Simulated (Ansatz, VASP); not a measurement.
This is a calculation of Fe for Ansatz 0.2.0.

Contents of input.yaml:

```yaml
crystal:
  lattice:
    - [0.0, 1.9417396906, 1.9651051623]
    - [1.4984397099, 0.0, 1.9651051623]
    - [1.4984397099, 1.9417396906, 0.0]
  atoms:
    - { symbol: Fe, position: [0.0, 0.0, 0.0], spin: 4.5 }
hamiltonian:
  xc: pbe
  pseudopotentials: { kind: paw }
magnetization:
  spin_polarized: true
  initial_magnetization: 4.5
  spin_locking: { lock_magnetization: hard }
kpoints:
  mp_grid: { grid: [11, 11, 11] }
scf:
  occupations: { method: fermi_dirac, width: 0.05 }
  lower_state_search: "off"
output:
  forces: true
  stress: true
  eigenvalues: true
```

Potentials or basis: Ansatz PAW.

The run is started by

```bash
$ ansatz run input.yaml --threads 2 --pin off --max-ram 5632MiB --backend cpu --events-out ev --progress --plain --runs-dir out
```

Translate it to VASP 6.6.1. Potentials there: VASP PAW PBE potentials, release 64 (Fe).

As run (the cutoff follows the program's own potentials):

The input INCAR:

```
PREC = Accurate
ENCUT = 520
EDIFF = 1E-6
ISMEAR = -1
SIGMA = 0.05
LREAL = F
LASPH = T
NELM = 150
ALGO = Normal
ISIF = 2
LWAVE = F
LCHARG = T
ISPIN = 2
MAGMOM = 4.5
LORBIT = 11
NUPDOWN = 4.5
LMAXMIX = 4
GGA = PE
LELF = T
LVHAR = T
NBANDS = 14
```

The input KPOINTS:

```
Automatic mesh
0
Gamma
  11 11 11
```

File POSCAR:

```
Fe
1.0
    0.0000000000      1.9417396906      1.9651051623
    1.4984397099      0.0000000000      1.9651051623
    1.4984397099      1.9417396906      0.0000000000
Fe
1
Direct
    0.0000000000      0.0000000000      0.0000000000
```

Potentials or basis: VASP PAW PBE potentials, release 64 (Fe).

Command:

```console
$ cat potpaw_PBE.64/Fe/POTCAR > POTCAR
$ mpirun -np 1 vasp_std > vasp.out
```

Both were run:

|  | VASP | Ansatz | Ansatz less VASP |
| --- | --- | --- | --- |
| net moment per atom (μB) | 4.50 | 4.50 | 0.000 |
| size of the moment on the site where the two differ most (μB) | 4.25 | 3.99 | -0.259 |

Site moments also hang on the region over which each program counts them. With one functional, cell and mesh, what is left measures potentials, basis and numerics. VASP's potentials hold 8 valence electrons a cell and Ansatz's 16, so a difference there can come from the potentials and not from the codes.
